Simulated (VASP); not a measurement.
# AlN (P2_1) in VASP: a series of runs

Runs on AlN. Level: PBEsol. Tasks: single point.

All numbers are computed with VASP 6.6.1; they aren't measurements. Logs are shortened: lines on timing, memory, paths and dates and some standing lists are left out, and cuts for length are marked.

## (1) The cell of the first run

It takes space group P2_1 (No. 4, monoclinic). Conventional cell: a = 3.114 Å, b = 4.983 Å, c = 3.114 Å, α = 90.00°, β = 120.00°, γ = 90.00°. Within 2.5 Å of Al (site symmetry 1) lie 4 N at 1.88 to 1.91 Å. N (site symmetry 1) has 4 Al at 1.88 to 1.91 Å within 2.5 Å.

## (2) Single point, PBEsol (atoms displaced along several vibrational modes)

Contents of INCAR:

```
ALGO     = Normal         # electronic algorithm
EDIFF    = 1E-7           # SCF threshold, eV
ENCUT    = 520            # plane-wave cutoff, eV
GGA      = PS             # functional
ISIF     = 2              # what is computed and relaxed
ISMEAR   = 0              # smearing method
LASPH    = T              # aspherical terms in the spheres
LCHARG   = F              # write CHGCAR
LREAL    = F              # projectors in reciprocal space
LWAVE    = F              # write WAVECAR
NBANDS   = 26             # bands
NELM     = 80             # most SCF steps
PREC     = Accurate       # precision mode
SIGMA    = 0.05           # smearing width, eV
```

Contents of KPOINTS:

```
k-points
0
Gamma
  8 8 8
```

Contents of POSCAR:

```
AlN
1.0
   -3.1135599857      0.0000000000      0.0000000000
    0.0000000000      5.3928440876      0.0000000000
    1.5567799928     -2.6964220438     -4.9833504711
Al N
4 4
Direct
    1.0162036224      0.3313751049      0.9984910843
    0.5162036224      0.8313751049      0.9984910843
    0.2322874619      0.9171159795      0.4984910843
    0.7322874619      0.4171159795      0.4984910843
    0.7931038766      0.1389912029      0.6165078030
    0.2931038766      0.6389912029      0.6165078030
    0.0734039264      0.7275166000      0.1165078030
    0.5734039264      0.2275166000      0.1165078030
```

Potentials or basis: VASP PAW PBE potentials, release 64 (Al, N).

Run with:

```sh
$ cat potpaw_PBE.64/Al/POTCAR potpaw_PBE.64/N/POTCAR > POTCAR
$ mpirun -np 1 vasp_std > vasp.out
```

OUTCAR:

```text
EDIFF = 1E-7
   ENCUT = 520
   GGA = PS
   ISIF = 2
   ISMEAR = 0
   LASPH = T
   LREAL = F
   NELM = 80
   PREC = Accurate

 ion  position               nearest neighbor table
   1  0.016  0.331  0.998-   8 1.88   8 1.89   5 1.91   7 1.91   3 3.02   4 3.02   3 3.08   4 3.08
                             2 3.11   2 3.11   2 3.11   2 3.11   4 3.12   3 3.12
   2  0.516  0.831  0.998-   7 1.88   7 1.89   6 1.91   8 1.91   4 3.02   3 3.02   4 3.08   3 3.08
                             1 3.11   1 3.11   1 3.11   1 3.11   3 3.12   4 3.12
   3  0.232  0.917  0.498-   5 1.88   5 1.89   7 1.91   6 1.91   1 3.02   2 3.02   1 3.08   2 3.08
                             4 3.11   4 3.11   4 3.11   4 3.11   2 3.12   1 3.12
   4  0.732  0.417  0.498-   6 1.88   6 1.89   8 1.91   5 1.91   2 3.02   1 3.02   2 3.08   1 3.08
                             3 3.11   3 3.11   3 3.11   3 3.11   1 3.12   2 3.12
   5  0.793  0.139  0.617-   3 1.88   3 1.89   1 1.91   4 1.91
   6  0.293  0.639  0.617-   4 1.88   4 1.89   2 1.91   3 1.91
   7  0.073  0.728  0.117-   2 1.88   2 1.89   3 1.91   1 1.91
   8  0.573  0.228  0.117-   1 1.88   1 1.89   4 1.91   2 1.91

  LATTYP: Found a body centered orthorhombic cell.
 ALAT       =     3.1135599857
 B/A-ratio  =     1.7320508076
 C/A-ratio  =     3.2010627667

  Lattice vectors:

 A1 = (  -1.5567799928,   2.6964220438,   4.9833504711)
 A2 = (   1.5567799929,  -2.6964220438,   4.9833504711)
 A3 = (   1.5567799928,   2.6964220438,  -4.9833504711)

Analysis of symmetry for initial positions (statically):
=====================================================================
 Subroutine PRICEL returns following result:

  LATTYP: Found a hexagonal cell.
 ALAT       =     3.1135599857
 C/A-ratio  =     1.6005313834

  Lattice vectors:

 A1 = (   3.1135599857,  -0.0000000000,   0.0000000000)
 A2 = (  -1.5567799929,  -2.6964220438,   0.0000000000)
 A3 = (  -0.0000000000,   0.0000000000,  -4.9833504711)

   2 primitive cells build up your supercell.

 Routine SETGRP: Setting up the symmetry group for a
 body centered orthorhombic supercell.

 Subroutine GETGRP returns: Found  2 space group operations
 (whereof  1 operations were pure point group operations)
 out of a pool of  8 trial point group operations.

The static configuration has the point symmetry C_1 .
 The point group associated with its full space group is C_2 .

Analysis of symmetry for dynamics (positions and initial velocities):
=====================================================================
 Subroutine PRICEL returns following result:

  LATTYP: Found a hexagonal cell.
 ALAT       =     3.1135599857
 C/A-ratio  =     1.6005313834

  Lattice vectors:

 A1 = (   3.1135599857,  -0.0000000000,   0.0000000000)
 A2 = (  -1.5567799929,  -2.6964220438,   0.0000000000)
 A3 = (  -0.0000000000,   0.0000000000,  -4.9833504711)

   2 primitive cells build up your supercell.

 Routine SETGRP: Setting up the symmetry group for a
 body centered orthorhombic supercell.

 Subroutine GETGRP returns: Found  2 space group operations
 (whereof  1 operations were pure point group operations)
 out of a pool of  8 trial point group operations.

The dynamic configuration has the point symmetry C_1 .
 The point group associated with its full space group is C_2 .

 Subroutine INISYM returns: Found  2 space group operations
 (whereof  1 operations are pure point group operations),
 and found     2 'primitive' translations

----------------------------------------------------------------------------------------

                                     Primitive cell

  volume of cell :      41.8376

  direct lattice vectors                    reciprocal lattice vectors
     3.113559986 -0.000000000  0.000000000     0.321175762 -0.185430912 -0.000000000
    -1.556779993 -2.696422044  0.000000000    -0.000000000 -0.370861825 -0.000000000
    -0.000000000  0.000000000 -4.983350471     0.000000000  0.000000000 -0.200668206

  length of vectors
     3.113559986  3.113559986  4.983350471     0.370861825  0.370861825  0.200668206

  position of ions in fractional coordinates (direct lattice)
     0.650912357  0.335740875  0.998491084
     0.349087643  0.664259125  0.498491084
     0.684412723  0.338525397  0.616507803
     0.315587277  0.661474603  0.116507803

  ion indices of the primitive-cell ions
   primitive index   ion index
                 1           1
                 2           4
                 3           5
                 4           7

----------------------------------------------------------------------------------------

 KPOINTS: k-points

Automatic generation of k-mesh.
 Grid dimensions read from file:
 generate k-points for:    8    8    8

 Generating k-lattice:

  Cartesian coordinates                     Fractional coordinates (reciprocal lattice)
    -0.040146970  0.000000000 -0.012541763     0.125000000  0.000000000  0.000000000
     0.000000000  0.023178864 -0.012541763     0.000000000  0.125000000  0.000000000
     0.000000000  0.000000000 -0.025083526     0.000000000  0.000000000  0.125000000

  Length of vectors
     0.042060374  0.026354422  0.025083526

  Shift w.r.t. Gamma in fractional coordinates (k-lattice)
     0.000000000  0.000000000  0.000000000

 Subroutine IBZKPT returns following result:
 ===========================================

 Found    150 irreducible k-points:

 Following reciprocal coordinates:
            Coordinates               Weight
  0.000000  0.000000  0.000000      1.000000
  0.125000  0.000000  0.000000      4.000000
  0.250000  0.000000  0.000000      4.000000
  0.375000  0.000000  0.000000      4.000000
  0.500000  0.000000  0.000000      2.000000
  0.000000  0.125000  0.000000      4.000000
[... 16 lines left out ...]
  0.125000 -0.250000 -0.125000      4.000000
  0.250000  0.250000  0.000000      4.000000
 [... further k-points ...]
   k-points           NKPTS =    150   k-points in BZ     NKDIM =    150   number of bands    NBANDS=     26
   number of dos      NEDOS =    301   number of ions     NIONS =      8
   total plane-waves  NPLWV =  46080
   dimension x,y,z NGX =    24 NGY =   40 NGZ =   48
   dimension x,y,z NGXF=    48 NGYF=   80 NGZF=   96
   ions per type =               4   4
   NGX,Y,Z   is equivalent  to a cutoff of  12.81, 12.33, 13.58 a.u.
   NGXF,Y,Z  is equivalent  to a cutoff of  25.63, 24.66, 27.16 a.u.
 SYSTEM =  unknown system
   PREC   = accura    normal or accurate (medium, high low for compatibility)
   ISTART =      0    job   : 0-new  1-cont  2-samecut
   ICHARG =      2    charge: 1-file 2-atom 10-const
   ISPIN  =      1    spin polarized calculation?
   LNONCOLLINEAR =      F non collinear calculations
   LSORBIT =      F    spin-orbit coupling
   LASPH  =      T    aspherical Exc in radial PAW
   ENCUT  =  520.0 eV  38.22 Ry    6.18 a.u.   5.79 10.03 10.93*2*pi/ulx,y,z
   NELM   =     80;   NELMIN=  2; NELMDL= -5     # of ELM steps
   EDIFF  = 0.1E-06   stopping-criterion for ELM
   LREAL  =      F    real-space projection
   EDIFFG = 0.1E-05   stopping-criterion for IOM
   NSW    =      0    number of steps for IOM
   IBRION =     -1    ionic relax: 0-MD 1-quasi-New 2-CG
   NFREE  =      0    steps in history (QN), initial steepest desc. (CG)
   ISIF   =      2    stress and relaxation
   ISYM   =      2    0-nonsym 1-usesym 2-fastsym
   POTIM  = 0.5000    time-step for ionic-motion
   TEBEG  =    0.0;   TEEND  =   0.0 temperature during run
   PSTRESS=    0.0 pullay stress
   NELECT =      32.0000    total number of electrons
   NUPDOWN=      -1.0000    fix difference up-down
   EMIN   =  10.00;   EMAX   =-10.00  energy-range for DOS
   EFERMI =   0.00;   METHOD = LEGACY
   ISMEAR =     0;   SIGMA  =   0.05  broadening in eV -4-tet -1-fermi 0-gaus
   EFERMI_NEDOS =   21; number of points for ismear=-14 and -15
   IALGO  =     38    algorithm
   IMIX   =      4    mixing-type and parameters
     AMIX     =   0.40;   BMIX     =  1.00
     AMIX_MAG =   1.60;   BMIX_MAG =  1.00
  volume/ion in A,a.u.               =      10.46        70.58
  Fermi-wavevector in a.u.,A,eV,Ry     =   1.188300  2.245561 19.212190  1.412056
  Thomas-Fermi vector in A             =   2.324432
   LORBIT       =      0    0 simple, 1 ext, 2 COOP (PROOUT), +10 PAW based schemes
   GGA     = PS    functional components
   LHFCALC =     F    Hartree Fock is set to
   AEXX    =    0.0000 exact exchange contribution
   IVDW    =     0    specifies the selected vdW correction
   LEPSILON=     F    determine dielectric tensor
   LRPA    =     F    only Hartree local field effects (RPA)
 non-spin polarized calculation
 Gauss-broadening in eV      SIGMA  =   0.05
  energy-cutoff  :      520.00
  volume of cell :       83.68
 maximum number of plane-waves:      2272
   NGX = 11   NGY = 21   NGZ = 21

 number of electron      32.0000001 magnetization

 Free energy of the ion-electron system (eV)
  ---------------------------------------------------
  ext. energy  EPLUGINS =         0.00000000
  ---------------------------------------------------
  free energy    TOTEN  =       -62.56886777 eV

  energy without entropy =      -62.56886777  energy(sigma->0) =      -62.56886777

 E-fermi :   6.3234     XC(G=0): -11.1014

 val. band max:        6.0717090297   @ k =   0.0000   0.0000   0.0000
 cond. band min:      10.1506292441   @ k =   0.0000   0.0000   0.0000
 fundamental gap:      4.0789202145
 Fermi energy:         6.3234158350

 k-point     1 :       0.0000    0.0000    0.0000
  band No.  band energies     occupation
      1      -9.1080      2.00000
      2      -6.9264      2.00000
      3      -6.7373      2.00000
      4      -6.7373      2.00000
      5       0.0051      2.00000
      6       0.4314      2.00000
[... 18 lines left out ...]
     25      17.5416      0.00000
     26      17.7308      0.00000

 k-point     2 :       0.1250    0.0000    0.0000
  band No.  band energies     occupation
      1      -8.9424      2.00000
      2      -6.8722      2.00000
      3      -6.7493      2.00000
      4      -6.6150      2.00000
      5       0.2348      2.00000
      6       0.5003      2.00000
[... 18 lines left out ...]
     25      16.6946      0.00000
     26      17.4191      0.00000

 k-point     3 :       0.2500    0.0000    0.0000
  band No.  band energies     occupation
      1      -8.4717      2.00000
      2      -6.7265      2.00000
      3      -6.6452      2.00000
      4      -6.4958      2.00000
      5       0.8407      2.00000
      6       0.9475      2.00000
[... 18 lines left out ...]
     25      17.4297      0.00000
     26      17.4501      0.00000

 k-point     4 :       0.3750    0.0000    0.0000
  band No.  band energies     occupation
      1      -7.7865      2.00000
      2      -6.6052      2.00000
      3      -6.5515      2.00000
      4      -6.4970      2.00000
      5       1.2425      2.00000
      6       1.3226      2.00000
[... 18 lines left out ...]
     25      17.0382      0.00000
     26      17.6538      0.00000
[... 496 lines left out ...]
      1      -8.6327      2.00000
      2      -7.2589      2.00000
      3      -6.9771      2.00000
      4      -6.5999      2.00000
      5       0.8014      2.00000
      6       0.8739      2.00000
[... 18 lines left out ...]
     25      16.6687      0.00000
     26      17.7011      0.00000

 k-point    23 :       0.1250   -0.2500   -0.1250
  band No.  band energies     occupation
      1      -8.6348      2.00000
      2      -7.2530      2.00000
      3      -6.9721      2.00000
      4      -6.6083      2.00000
      5       0.8035      2.00000
      6       0.8627      2.00000
[... 18 lines left out ...]
     25      16.6423      0.00000
     26      17.6388      0.00000

 k-point    24 :       0.2500    0.2500    0.0000
  band No.  band energies     occupation
      1      -8.1358      2.00000
      2      -7.0965      2.00000
      3      -6.8926      2.00000
      4      -6.4281      2.00000
      5       1.2304      2.00000
      6       1.2396      2.00000
[... 18 lines left out ...]
     25      16.9432      0.00000
     26      17.2553      0.00000

 [... further k-points ...]

------------------------ aborting loop because EDIFF is reached ----------------------------------------

  FORCE on cell =-STRESS in cart. coord.  units (eV):
  Direction    XX          YY          ZZ          XY          YZ          ZX
  --------------------------------------------------------------------------------------
  -------------------------------------------------------------------------------------
  Total        0.7371949     -0.7567773      0.0261112     -0.0714448      0.0000000      0.0000000
  in kB       14.1155042    -14.4904587      0.4999662     -1.3679955      0.0000000      0.0000000
  external PRESSURE =       0.0416706 kB  Pullay stress =       0.0000000 kB

 VOLUME and BASIS-vectors are now :
 -----------------------------------------------------------------------------
  energy-cutoff  :      520.00
  volume of cell :       83.68
      direct lattice vectors                 reciprocal lattice vectors
    -3.113559986  0.000000000  0.000000000    -0.321175762  0.000000000 -0.100334103
     0.000000000  5.392844088  0.000000000     0.000000000  0.185430912 -0.100334103
     1.556779993 -2.696422044 -4.983350471     0.000000000  0.000000000 -0.200668206

 POSITION                                       TOTAL-FORCE (eV/Angst)
 -----------------------------------------------------------------------------------
      1.50398     -0.90530     -4.97583         0.297406      0.278649      0.025607
     -0.05280      1.79112     -4.97583         0.297406      0.278649      0.025607
      0.05280      3.60172     -2.48416        -0.297406     -0.278649      0.025607
     -1.50398      0.90530     -2.48416        -0.297406     -0.278649      0.025607
     -1.50961     -0.91281     -3.07227        -0.133637      0.303342     -0.025607
      0.04717      1.78361     -3.07227        -0.133637      0.303342     -0.025607
     -0.04717      3.60923     -0.58060         0.133637     -0.303342     -0.025607
     -1.60395      0.91281     -0.58060         0.133637     -0.303342     -0.025607
 -----------------------------------------------------------------------------------
    total drift:                                0.000008      0.000024      0.000788

  FREE ENERGIE OF THE ION-ELECTRON SYSTEM (eV)
  ---------------------------------------------------
  free  energy   TOTEN  =       -62.5688677717 eV

  energy  without entropy=      -62.5688677717  energy(sigma->0) =      -62.56886777
```

Run time: 2.4 min. Hardware: 1 thread of AMD EPYC 9R45 (Zen 5), shared host; peak memory 0.33 GiB.

Results:

| Property | Result |
| --- | --- |
| Free energy | -62.5689 eV |
| Pressure | 0.0 GPa |
| Largest force | 0.408 eV/Å |
| Band gap on the k mesh | 4.08 eV |

Forces on the atoms (eV/Å):
```
Al   0.297  0.279  0.026
Al   0.297  0.279  0.026
Al  -0.297 -0.279  0.026
Al  -0.297 -0.279  0.026
N   -0.134  0.303 -0.026
N   -0.134  0.303 -0.026
N    0.134 -0.303 -0.026
N    0.134 -0.303 -0.026
```

Levels at points of the mesh, in eV from the valence-band top:
```
           k point  band 12  band 13  band 14  band 15  band 16  band 17  band 18  band 19  band 20  band 21
(0.00, 0.00, 0.00)    -0.95    -0.83    -0.33    -0.16     0.00     4.08     5.19     5.19     6.53     9.07
(0.50, 0.00, 0.00)    -2.49    -2.05    -2.05    -0.92    -0.92     6.03     6.03     7.13     7.13     8.51
(0.00, 0.50, 0.00)    -1.50    -0.72    -0.72    -0.61    -0.61     5.90     5.90     7.23     7.23     8.40
(0.50, 0.50, 0.00)    -1.51    -1.51    -1.30    -1.30    -0.68     5.05     5.05     5.42     5.72     7.98
(0.50, 0.50, 0.50)    -1.52    -1.52    -1.40    -1.40    -0.72     5.19     5.19     5.55     5.98     8.14
(0.00, 0.00, 0.50)    -0.77    -0.62    -0.62    -0.53    -0.53     5.55     5.69     6.33     6.33     7.97
```

Caveat: the cell differs from its parent crystal (atoms displaced along several vibrational modes); the PAW data sets were made with another functional, which shifts forces and pressure a little. A k mesh can miss the band edges.

(Part 1 of 3 ends here.)
